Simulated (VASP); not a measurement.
# Li3Pb2 (P4/mmm) in VASP: single point with PBE

Aim: the single point of Li3Pb2 with PBE.

Everything below comes from runs of VASP 6.6.1. Logs are shortened: lines on timing, memory, paths and dates and some standing lists are left out, and cuts for length are marked.

## (1) The cell of the first run

Symmetry: P4/mmm, No. 123, tetragonal system. Conventional cell: a = 4.193 Å, b = 4.193 Å, c = 5.686 Å, α = 90.00°, β = 90.00°, γ = 90.00°. Li (site symmetry mmm) has 2 Li at 2.10 Å and 4 Pb at 2.53 Å within 2.8 Å. Li (site symmetry 4/mmm) has 4 Li at 2.10 Å within 2.8 Å. Pb (site symmetry 4mm) has 8 Li at 2.53 to 3.29 Å and 2 Pb at 2.83 to 2.86 Å within 3.3 Å.

## (2) Single point, PBE

Input file INCAR:

```
PREC = Accurate
ENCUT = 520
EDIFF = 1E-6
ISMEAR = 0
SIGMA = 0.1
LREAL = False
LASPH = True
NELM = 100
ALGO = Fast
ISIF = 2
LWAVE = False
LCHARG = False
GGA = PE
NBANDS = 26
```

Input file KPOINTS:

```
Automatic mesh
0
Gamma
  4 4 4
```

Input file POSCAR:

```
Li3Pb2
1.0
    4.1927359000      0.0000000000      0.0000000000
    0.0000000000      4.1927359000      0.0000000000
    0.0000000000      0.0000000000      5.6859708000
Li Pb
3 2
Direct
    0.0000000000      0.5000000000      0.0000000000
    0.5000000000      0.0000000000      0.0000000000
    0.5000000000      0.5000000000      0.0000000000
    0.0000000000      0.0000000000      0.2489106200
    0.0000000000      0.0000000000      0.7510893800
```

Potentials or basis: VASP PAW PBE potentials, release 64 (Li_sv, Pb_d).

Command:

```
$ cat potpaw_PBE.64/Li_sv/POTCAR potpaw_PBE.64/Pb_d/POTCAR > POTCAR
$ mpirun -np 1 vasp_std > vasp.out
```

OUTCAR:

```text
PREC = Accurate
   ENCUT = 520
   EDIFF = 1E-6
   ISMEAR = 0
   LREAL = False
   LASPH = True
   NELM = 100
   ISIF = 2
   GGA = PE

 ion  position               nearest neighbor table
   1  0.000  0.500  0.000-   3 2.10   3 2.10   5 2.53   4 2.53   5 2.53   4 2.53
   2  0.500  0.000  0.000-   3 2.10   3 2.10   5 2.53   4 2.53   4 2.53   5 2.53
   3  0.500  0.500  0.000-   1 2.10   2 2.10   2 2.10   1 2.10   4 3.29   4 3.29   5 3.29   5 3.29
                             4 3.29   5 3.29   4 3.29   5 3.29
   4  0.000  0.000  0.249-   1 2.53   2 2.53   1 2.53   2 2.53   5 2.83   5 2.86   3 3.29   3 3.29
                             3 3.29   3 3.29
   5  0.000  0.000  0.751-   1 2.53   2 2.53   1 2.53   2 2.53   4 2.83   4 2.86   3 3.29   3 3.29
                             3 3.29   3 3.29

  LATTYP: Found a simple tetragonal cell.
 ALAT       =     4.1927359000
 C/A-ratio  =     1.3561480941

  Lattice vectors:

 A1 = (   4.1927359000,   0.0000000000,   0.0000000000)
 A2 = (   0.0000000000,   4.1927359000,   0.0000000000)
 A3 = (   0.0000000000,   0.0000000000,   5.6859708000)

Analysis of symmetry for initial positions (statically):
=====================================================================
 Subroutine PRICEL returns:
 Original cell was already a primitive cell.

 Routine SETGRP: Setting up the symmetry group for a
 simple tetragonal supercell.

 Subroutine GETGRP returns: Found 16 space group operations
 (whereof 16 operations were pure point group operations)
 out of a pool of 16 trial point group operations.

The static configuration has the point symmetry D_4h.

Analysis of symmetry for dynamics (positions and initial velocities):
=====================================================================
 Subroutine PRICEL returns:
 Original cell was already a primitive cell.

 Routine SETGRP: Setting up the symmetry group for a
 simple tetragonal supercell.

 Subroutine GETGRP returns: Found 16 space group operations
 (whereof 16 operations were pure point group operations)
 out of a pool of 16 trial point group operations.

The dynamic configuration has the point symmetry D_4h.

 Subroutine INISYM returns: Found 16 space group operations
 (whereof 16 operations are pure point group operations),
 and found     1 'primitive' translations

----------------------------------------------------------------------------------------

                                     Primitive cell

  volume of cell :      99.9539

  direct lattice vectors                    reciprocal lattice vectors
     4.192735900  0.000000000  0.000000000     0.238507749  0.000000000  0.000000000
     0.000000000  4.192735900  0.000000000     0.000000000  0.238507749  0.000000000
     0.000000000  0.000000000  5.685970800     0.000000000  0.000000000  0.175871462

  length of vectors
     4.192735900  4.192735900  5.685970800     0.238507749  0.238507749  0.175871462

  position of ions in fractional coordinates (direct lattice)
     0.000000000  0.500000000  0.000000000
     0.500000000  0.000000000  0.000000000
     0.500000000  0.500000000  0.000000000
     0.000000000  0.000000000  0.248910620
     0.000000000  0.000000000  0.751089380

  ion indices of the primitive-cell ions
   primitive index   ion index
                 1           1
                 2           2
                 3           3
                 4           4
                 5           5

----------------------------------------------------------------------------------------

 KPOINTS: Automatic mesh

Automatic generation of k-mesh.
 Grid dimensions read from file:
 generate k-points for:    4    4    4

 Generating k-lattice:

  Cartesian coordinates                     Fractional coordinates (reciprocal lattice)
     0.059626937  0.000000000  0.000000000     0.250000000  0.000000000  0.000000000
     0.000000000  0.059626937  0.000000000     0.000000000  0.250000000  0.000000000
     0.000000000  0.000000000  0.043967866     0.000000000  0.000000000  0.250000000

  Length of vectors
     0.059626937  0.059626937  0.043967866

  Shift w.r.t. Gamma in fractional coordinates (k-lattice)
     0.000000000  0.000000000  0.000000000

 Subroutine IBZKPT returns following result:
 ===========================================

 Found     18 irreducible k-points:

 Following reciprocal coordinates:
            Coordinates               Weight
  0.000000  0.000000  0.000000      1.000000
  0.250000  0.000000  0.000000      4.000000
  0.500000  0.000000  0.000000      2.000000
  0.250000  0.250000  0.000000      4.000000
  0.500000  0.250000  0.000000      4.000000
  0.500000  0.500000  0.000000      1.000000
[... 10 lines left out ...]
  0.500000  0.250000  0.500000      4.000000
  0.500000  0.500000  0.500000      1.000000
   k-points           NKPTS =     18   k-points in BZ     NKDIM =     18   number of bands    NBANDS=     26
   number of dos      NEDOS =    301   number of ions     NIONS =      5
   total plane-waves  NPLWV =  43008
   dimension x,y,z NGX =    32 NGY =   32 NGZ =   42
   dimension x,y,z NGXF=    64 NGYF=   64 NGZF=   84
   ions per type =               3   2
   NGX,Y,Z   is equivalent  to a cutoff of  12.69, 12.69, 12.28 a.u.
   NGXF,Y,Z  is equivalent  to a cutoff of  25.38, 25.38, 24.56 a.u.
 SYSTEM =  unknown system
   PREC   = accura    normal or accurate (medium, high low for compatibility)
   ISTART =      0    job   : 0-new  1-cont  2-samecut
   ICHARG =      2    charge: 1-file 2-atom 10-const
   ISPIN  =      1    spin polarized calculation?
   LNONCOLLINEAR =      F non collinear calculations
   LSORBIT =      F    spin-orbit coupling
   LASPH  =      T    aspherical Exc in radial PAW
   ENCUT  =  520.0 eV  38.22 Ry    6.18 a.u.   7.80  7.80 10.57*2*pi/ulx,y,z
   NELM   =    100;   NELMIN=  2; NELMDL= -5     # of ELM steps
   EDIFF  = 0.1E-05   stopping-criterion for ELM
   LREAL  =      F    real-space projection
   EDIFFG = 0.1E-04   stopping-criterion for IOM
   NSW    =      0    number of steps for IOM
   IBRION =     -1    ionic relax: 0-MD 1-quasi-New 2-CG
   NFREE  =      0    steps in history (QN), initial steepest desc. (CG)
   ISIF   =      2    stress and relaxation
   ISYM   =      2    0-nonsym 1-usesym 2-fastsym
   POTIM  = 0.5000    time-step for ionic-motion
   TEBEG  =    0.0;   TEEND  =   0.0 temperature during run
   PSTRESS=    0.0 pullay stress
   NELECT =      37.0000    total number of electrons
   NUPDOWN=      -1.0000    fix difference up-down
   EMIN   =  10.00;   EMAX   =-10.00  energy-range for DOS
   EFERMI =   0.00;   METHOD = LEGACY
   ISMEAR =     0;   SIGMA  =   0.10  broadening in eV -4-tet -1-fermi 0-gaus
   EFERMI_NEDOS =   21; number of points for ismear=-14 and -15
   IALGO  =     68    algorithm
   IMIX   =      4    mixing-type and parameters
     AMIX     =   0.40;   BMIX     =  1.00
     AMIX_MAG =   1.60;   BMIX_MAG =  1.00
  volume/ion in A,a.u.               =      19.99       134.90
  Fermi-wavevector in a.u.,A,eV,Ry     =   1.175463  2.221302 18.799341  1.381713
  Thomas-Fermi vector in A             =   2.311843
   LORBIT       =      0    0 simple, 1 ext, 2 COOP (PROOUT), +10 PAW based schemes
   GGA     = PE    functional components
   LHFCALC =     F    Hartree Fock is set to
   AEXX    =    0.0000 exact exchange contribution
   IVDW    =     0    specifies the selected vdW correction
   LEPSILON=     F    determine dielectric tensor
   LRPA    =     F    only Hartree local field effects (RPA)
 non-spin polarized calculation
 RMM-DIIS sequential band-by-band and
 Gauss-broadening in eV      SIGMA  =   0.10
  energy-cutoff  :      520.00
  volume of cell :       99.95
 maximum number of plane-waves:      2708
 NGX is ok and might be reduce to    32
   NGX = 15   NGY = 15   NGZ = 21

 number of electron      36.9999982 magnetization

 Free energy of the ion-electron system (eV)
  ---------------------------------------------------
  ext. energy  EPLUGINS =         0.00000000
  ---------------------------------------------------
  free energy    TOTEN  =        -9.89752676 eV

  energy without entropy =       -9.88488414  energy(sigma->0) =       -9.89120545

 E-fermi :   4.7404     XC(G=0):  -9.0461

 val. band max:        4.6969321097   @ k =   0.2500   0.0000   0.2500
 cond. band min:       4.7720709460   @ k =   0.5000   0.5000   0.0000
 fundamental gap:      0.0751388363
 Fermi energy:         4.7403572595

 k-point     1 :       0.0000    0.0000    0.0000
  band No.  band energies     occupation
      1     -42.5969      2.00000
      2     -41.5835      2.00000
      3     -41.5787      2.00000
      4     -12.6767      2.00000
      5     -12.1834      2.00000
      6     -12.1834      2.00000
[... 18 lines left out ...]
     25      10.1586      0.00000
     26      10.9635      0.00000

 k-point     2 :       0.2500    0.0000    0.0000
  band No.  band energies     occupation
      1     -42.5907      2.00000
      2     -41.5885      2.00000
      3     -41.5805      2.00000
      4     -12.6749      2.00000
      5     -12.1815      2.00000
      6     -12.1799      2.00000
[... 18 lines left out ...]
     25      11.1155      0.00000
     26      11.8675      0.00000

 k-point     3 :       0.5000    0.0000    0.0000
  band No.  band energies     occupation
      1     -42.5844      2.00000
      2     -41.5952      2.00000
      3     -41.5808      2.00000
      4     -12.6733      2.00000
      5     -12.1797      2.00000
      6     -12.1760      2.00000
[... 18 lines left out ...]
     25      11.6308      0.00000
     26      12.1862      0.00000

 k-point     4 :       0.2500    0.2500    0.0000
  band No.  band energies     occupation
      1     -42.5845      2.00000
      2     -41.5893      2.00000
      3     -41.5866      2.00000
      4     -12.6731      2.00000
      5     -12.1786      2.00000
      6     -12.1779      2.00000
[... 18 lines left out ...]
     25      11.2544      0.00000
     26      12.2909      0.00000

 k-point     5 :       0.5000    0.2500    0.0000
  band No.  band energies     occupation
      1     -42.5781      2.00000
      2     -41.5950      2.00000
      3     -41.5877      2.00000
      4     -12.6715      2.00000
      5     -12.1766      2.00000
      6     -12.1746      2.00000
[... 18 lines left out ...]
     25      11.0575      0.00000
     26      11.5464      0.00000

 k-point     6 :       0.5000    0.5000    0.0000
  band No.  band energies     occupation
      1     -42.5718      2.00000
      2     -41.5948      2.00000
      3     -41.5948      2.00000
      4     -12.6698      2.00000
      5     -12.1732      2.00000
      6     -12.1732      2.00000
[... 253 lines left out ...]
 k-point    15 :       0.5000    0.0000    0.5000
  band No.  band energies     occupation
      1     -42.5844      2.00000
      2     -41.5952      2.00000
      3     -41.5808      2.00000
      4     -12.0438      2.00000
      5     -11.9474      2.00000
      6     -11.9365      2.00000
[... 18 lines left out ...]
     25      10.6356      0.00000
     26      10.9492      0.00000

 k-point    16 :       0.2500    0.2500    0.5000
  band No.  band energies     occupation
      1     -42.5844      2.00000
      2     -41.5892      2.00000
      3     -41.5866      2.00000
      4     -12.0418      2.00000
      5     -11.9428      2.00000
      6     -11.9418      2.00000
[... 18 lines left out ...]
     25      11.3005      0.00000
     26      12.7082      0.00000

 k-point    17 :       0.5000    0.2500    0.5000
  band No.  band energies     occupation
      1     -42.5781      2.00000
      2     -41.5950      2.00000
      3     -41.5878      2.00000
      4     -12.0375      2.00000
      5     -11.9408      2.00000
      6     -11.9353      2.00000
[... 18 lines left out ...]
     25      11.7776      0.00000
     26      11.7910      0.00000

 k-point    18 :       0.5000    0.5000    0.5000
  band No.  band energies     occupation
      1     -42.5717      2.00000
      2     -41.5948      2.00000
      3     -41.5948      2.00000
      4     -12.0322      2.00000
      5     -11.9341      2.00000
      6     -11.9341      2.00000
[... 18 lines left out ...]
     25      12.6971      0.00000
     26      12.7828      0.00000

------------------------ aborting loop because EDIFF is reached ----------------------------------------

  FORCE on cell =-STRESS in cart. coord.  units (eV):
  Direction    XX          YY          ZZ          XY          YZ          ZX
  --------------------------------------------------------------------------------------
  -------------------------------------------------------------------------------------
  Total        8.9726160      8.9726160     12.6305680      0.0000000      0.0000000      0.0000000
  in kB      143.8235571    143.8235571    202.4574781      0.0000000      0.0000000      0.0000000
  external PRESSURE =     163.3681974 kB  Pullay stress =       0.0000000 kB

 VOLUME and BASIS-vectors are now :
 -----------------------------------------------------------------------------
  energy-cutoff  :      520.00
  volume of cell :       99.95
      direct lattice vectors                 reciprocal lattice vectors
     4.192735900  0.000000000  0.000000000     0.238507749  0.000000000  0.000000000
     0.000000000  4.192735900  0.000000000     0.000000000  0.238507749  0.000000000
     0.000000000  0.000000000  5.685970800     0.000000000  0.000000000  0.175871462

 POSITION                                       TOTAL-FORCE (eV/Angst)
 -----------------------------------------------------------------------------------
      0.00000      2.09637      0.00000        -0.000000      0.000000      0.000000
      2.09637      0.00000      0.00000        -0.000000      0.000000      0.000000
      2.09637      2.09637      0.00000        -0.000000      0.000000      0.000000
      0.00000      0.00000      1.41530        -0.000000      0.000000      2.412068
      0.00000      0.00000      4.27067         0.000000     -0.000000     -2.412068
 -----------------------------------------------------------------------------------
    total drift:                                0.000000      0.000000     -0.000000

  FREE ENERGIE OF THE ION-ELECTRON SYSTEM (eV)
  ---------------------------------------------------
  free  energy   TOTEN  =        -9.8975267625 eV

  energy  without entropy=       -9.8848841398  energy(sigma->0) =       -9.89120545
```

Wall time 76 s (1 thread of Intel Xeon Platinum 8375C at 2.90GHz (Ice Lake), shared host); peak memory 0.21 GiB.

What came out:

```yaml
Free_energy: -9.8975 eV
Largest_force: 2.412 eV/Å
```

Forces in eV/Å, atoms in the order of the input:
```
Li   0.000  0.000  0.000
Li   0.000  0.000  0.000
Li   0.000  0.000  0.000
Pb   0.000  0.000  2.412
Pb   0.000  0.000 -2.412
```

Levels at points of the mesh, in eV from the Fermi level:
| k point | band 14 | band 15 | band 16 | band 17 | band 18 | band 19 | band 20 | band 21 | band 22 | band 23 |
| --- | --- | --- | --- | --- | --- | --- | --- | --- | --- | --- |
| (0.00, 0.00, 0.00) | -10.49 | -6.58 | -3.25 | -1.50 | -1.50 | 2.28 | 3.69 | 3.69 | 4.43 | 5.09 |
| (0.50, 0.00, 0.00) | -10.15 | -5.83 | -3.66 | -3.05 | -1.03 | -0.23 | 2.03 | 3.35 | 4.20 | 4.50 |
| (0.50, 0.50, 0.00) | -9.82 | -5.13 | -2.80 | -2.73 | -2.73 | -0.31 | 0.03 | 0.03 | 3.42 | 4.78 |
| (0.00, 0.00, 0.50) | -9.65 | -9.06 | -1.00 | -1.00 | 1.46 | 1.95 | 1.95 | 2.63 | 2.92 | 3.55 |
| (0.50, 0.00, 0.50) | -9.40 | -8.45 | -2.84 | -2.42 | 0.52 | 2.07 | 2.69 | 2.73 | 2.85 | 4.56 |
| (0.50, 0.50, 0.50) | -9.16 | -7.89 | -1.85 | -1.85 | -1.41 | -1.41 | -0.10 | 2.23 | 3.31 | 3.92 |

Caveat: the k points lie up to 0.37 Å⁻¹ apart; the cutoff is under 1.25 times the usual one of these potentials, so pressure, stress and relaxed cells hold a basis-set (Pulay) error; spin-orbit coupling is left out, which moves the levels of the heavy elements; forces of over 1 eV/Å act on the atoms, so gaps and moduli don't describe the material at rest.
